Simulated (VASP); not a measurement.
A run of VASP 6.6.1 is set up as follows.

The input INCAR:

```
SYSTEM = Zn7Se8
  ALGO = Normal
  EDIFF = 1E-6
  ENCUT = 520
  GGA = PE
  ISIF = 2
  ISMEAR = 0
  LASPH = .True.
  LCHARG = .False.
  LREAL = Auto
  LWAVE = .False.
  NBANDS = 79
  NELECT = 134.0
  NELM = 80
  PREC = Accurate
  SIGMA = 0.02
```

File KPOINTS:

```
k-points
0
Gamma
  2 2 2
  0 0 0
```

The input POSCAR:

```
Zn7Se8
1.0
    0.0000000000      5.7317611763     -5.7317611763
    5.7317611763      5.7317611763      0.0000000000
    5.7317611763      0.0000000000     -5.7317611763
Zn Se
7 8
Direct
    0.5443921866      0.2037515109      0.0443938594
    0.9664081998      0.5231474075     -0.0123621689
    1.0473573157     -0.0157705454     -0.0141326544
    0.4876387752      0.5231470586      0.4664077790
    0.4858675919     -0.0157708944      0.5473577673
    1.0059706472      0.4885441689      0.5059707498
    1.0053109023      0.0014152718      0.5053111794
    0.3820471462      0.3577722339      0.3545589109
    0.3818144079      0.9058920706      0.3555010297
    0.8652845692      0.3854320569      0.3652837994
    0.8823868170      0.8680734153      0.3823869196
    0.3337973166      0.4131504135      0.8337968650
    0.4016642406      0.8475511018      0.9016646614
    0.8545586338      0.3577725828      0.8820470436
    0.8555007526      0.9058922450      0.8818143053
```

Potentials or basis: VASP PAW PBE potentials, release 64 (Zn, Se).

Command:

```bash
$ cat potpaw_PBE.64/Zn/POTCAR potpaw_PBE.64/Se/POTCAR > POTCAR
$ mpirun -np 1 vasp_std > vasp.out
```

(1) What does it give for the largest force?

Answers

(1) 0.038 eV/Å.

Caveat: the k points lie up to 0.47 Å⁻¹ apart; the cell carries a net charge on a neutralising background, which shifts energy and pressure.
